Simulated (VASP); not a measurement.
Crystal: CoO.

```
Co O
1.0
     0.00000    2.34364    2.34364
     2.34364    0.00000    2.34364
     2.34364    2.34364    0.00000
Co O
1 1
Cartesian
  0.0000 0.0000 0.0000
  1.1718 1.1718 1.1718
```

- Program: VASP 6.6.1
- Task: relaxation of cell and atoms
- Functional: PBEsol-based global hybrid with 25 % exact exchange
- Potentials or basis: VASP PAW PBE potentials, release 64 (Co, O)
- Cutoff: 600 eV
- k mesh: 5 × 5 × 5
- Occupations: fermi-dirac, width 0.05 eV
- Spin: collinear spin, ferromagnetic start
- Starting moments: [2.0, 0.0] μB

At the start: pressure -13.0 GPa; volume 12.87 Å³/atom.

Q: Where does the relaxation end?

A: Over 3 steps the energy falls by 55.3 meV/atom and the volume is 11.63 Å³/atom (-9.6 %); space group F-43m (No. 216, to 0.1 Å) before and after; moment 3.00 μB per cell.

Step by step:
| step | energy change (eV) | largest force (eV/Å) | pressure (GPa) | volume (Å³) |
| --- | --- | --- | --- | --- |
| 1 | 0.0000 | 0.0000 | -12.99 | 25.75 |
| 2 | -0.0758 | 0.0000 | 9.64 | 22.05 |
| 3 | -0.1106 | 0.0000 | -0.05 | 23.27 |

Final structure:
```yaml
crystal:
  lattice:
    - [0.00000, 2.26582, 2.26582]
    - [2.26582, 0.00000, 2.26582]
    - [2.26582, 2.26582, 0.00000]
  atoms:
    - { symbol: Co, position: [0.00000, 0.00000, 0.00000] }
    - { symbol: O, position: [0.25000, 0.25000, 0.25000] }
```

Caveat: the k points lie up to 0.48 Å⁻¹ apart in the final cell; the PAW data sets were made with another functional, which shifts forces and pressure a little; a cell with one magnetic atom can't hold antiferromagnetic order, which such compounds often take.
